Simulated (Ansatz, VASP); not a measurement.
# One calculation of ZnAu, two programs

Contents of INCAR:

```
PREC = Accurate
ENCUT = 520
EDIFF = 1E-6
ISMEAR = 0
SIGMA = 0.15
LREAL = F
LASPH = T
NELM = 100
ALGO = Fast
ISIF = 2
LWAVE = F
LCHARG = F
GGA = PE
NBANDS = 18
```

The input KPOINTS:

```
regular mesh
0
Gamma
  16 16 16
```

File POSCAR:

```
ZnAu
1.0
    2.7491577225      0.0000000000      0.0000000000
    0.0000000000      2.7491577225      0.0000000000
    0.0000000000      0.0000000000      4.1237365838
Zn Au
1 1
Direct
    0.5000000000      0.5000000000      0.5000000000
    0.0000000000      0.0000000000      0.0000000000
```

Input for Ansatz:

```yaml
crystal:
  lattice:
    - [2.7491577225, 0.0, 0.0]
    - [0.0, 2.7491577225, 0.0]
    - [0.0, 0.0, 4.1237365838]
  atoms:
    - { symbol: Zn, position: [0.5, 0.5, 0.5] }
    - { symbol: Au, position: [0.0, 0.0, 0.0] }
basis:
  ecutwfc: 420
kpoints:
  mp_grid: { grid: [16, 16, 16] }
hamiltonian:
  xc: pbe
scf:
  occupations: { method: gaussian, width: 0.15 }
output:
  forces: true
  stress: true
  eigenvalues: true
```

Alike in both runs: task single point; functional PBE; k mesh 16 × 16 × 16; occupations gaussian, width 0.15 eV; no spin polarisation.

```csv
,VASP,Ansatz
version,VASP 6.6.1,Ansatz 0.2.0
potentials or method,"VASP PAW PBE potentials, release 64 (Zn, Au), cutoff 520 eV","scalar-relativistic, plane waves, PAW"
valence electrons in the cell,23,31
```

VASP gave:

```
gap on the k mesh at the Fermi level (eV)                     : none
pressure (GPa)                                                : 7.0
traceless stress, the component that is largest in VASP (GPa) : -6.19
```

Which values does Ansatz return?

gap on the k mesh at the Fermi level (eV): none; pressure (GPa): 6.8; traceless stress, the component that is largest in VASP (GPa): -6.26.

A gap of «none» marks a metal or a gap that the smearing closes. The functional is the same, so the differences come from potentials, cutoffs and numerics. VASP's potentials hold 23 valence electrons a cell and Ansatz's 31, so a difference there can come from the potentials and not from the codes.

Neither program's run includes spin-orbit coupling.
